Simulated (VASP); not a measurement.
Crystal: H.

```
H
1.0
     1.64294   -2.99510   -0.01289
     1.68625    3.02203    0.00407
    -0.01684    0.02015    6.43848
H
4
Direct
  0.57284 0.45528 0.95487
  0.45316 0.54968 0.02793
  0.42762 0.55374 0.47415
  0.54638 0.44130 0.54306
```

This cell differs from its parent crystal: all atoms moved at random, sigma 0.05 Å a component, cell strained at random, sigma 0.03.

```yaml
Program: VASP 6.6.1
Task: relaxation of cell and atoms
Functional: PBE
Potentials_or_basis: VASP PAW PBE potentials, release 64 (H)
Cutoff: 600 eV
k_mesh: 8 × 8 × 4
Occupations: gaussian, width 0.05 eV
Spin: no spin polarisation
```

At the start: pressure -2.3 GPa; volume 16.12 Å³/atom.

How do energy, volume and symmetry change on relaxing?

Over 26 steps the energy falls by 30.4 meV/atom and the volume is 16.88 Å³/atom (+4.7 %); space group P1 (No. 1, to 0.05 Å).

The path:
| step | energy change (eV) | largest force (eV/Å) | pressure (GPa) | volume (Å³) |
| --- | --- | --- | --- | --- |
| 1 | 0.0000 | 2.0128 | -2.28 | 64.48 |
| 2 | 0.5518 | 7.5247 | 6.86 | 62.36 |
| 3 | -0.1190 | 0.1185 | 0.10 | 63.73 |
| 4 | -0.1190 | 0.0957 | 0.05 | 63.74 |
| 5 | -0.1184 | 0.2004 | 0.02 | 63.80 |
| 6 | -0.1192 | 0.0231 | 0.04 | 63.76 |
| 7 | -0.1192 | 0.0388 | 0.09 | 63.79 |
| 8 | -0.1192 | 0.0292 | 0.08 | 63.78 |
| 9 | -0.1193 | 0.0257 | 0.08 | 63.81 |
| 10 | -0.1194 | 0.0333 | 0.08 | 63.92 |
| 11 | -0.1196 | 0.0572 | 0.08 | 64.12 |
| 12 | -0.1199 | 0.1058 | 0.07 | 64.52 |
| 13 | -0.1198 | 0.2027 | 0.06 | 65.33 |
| 14 | -0.1199 | 0.1541 | 0.07 | 64.92 |
| 15 | -0.1199 | 0.1529 | 0.07 | 64.93 |
| 16 | -0.1200 | 0.1503 | 0.06 | 64.97 |
| 17 | -0.1201 | 0.1447 | 0.06 | 65.03 |
| 18 | -0.1202 | 0.1335 | 0.05 | 65.17 |
| 19 | -0.1205 | 0.1108 | 0.03 | 65.44 |
| 20 | -0.1209 | 0.0879 | 0.00 | 65.98 |
| 21 | -0.1213 | 0.0796 | -0.07 | 67.07 |
| 22 | -0.1213 | 0.0781 | -0.08 | 67.28 |
| 23 | -0.1215 | 0.0317 | -0.05 | 67.39 |
| 24 | -0.1215 | 0.0187 | -0.02 | 67.47 |
| 25 | -0.1215 | 0.0149 | -0.01 | 67.50 |
| 26 | -0.1215 | 0.0095 | -0.01 | 67.50 |

Final structure:
```
H
1.0
     1.68840   -2.92521   -0.01852
     1.72360    2.94630    0.01081
    -0.01449    0.03181    6.73918
H
4
Direct
  0.56905 0.45882 0.96035
  0.45783 0.54616 0.02934
  0.43318 0.54900 0.47297
  0.53994 0.44601 0.53734
```

Caveat: the cell differs from its parent crystal (all atoms moved at random, sigma 0.05 Å a component, cell strained at random, sigma 0.03).
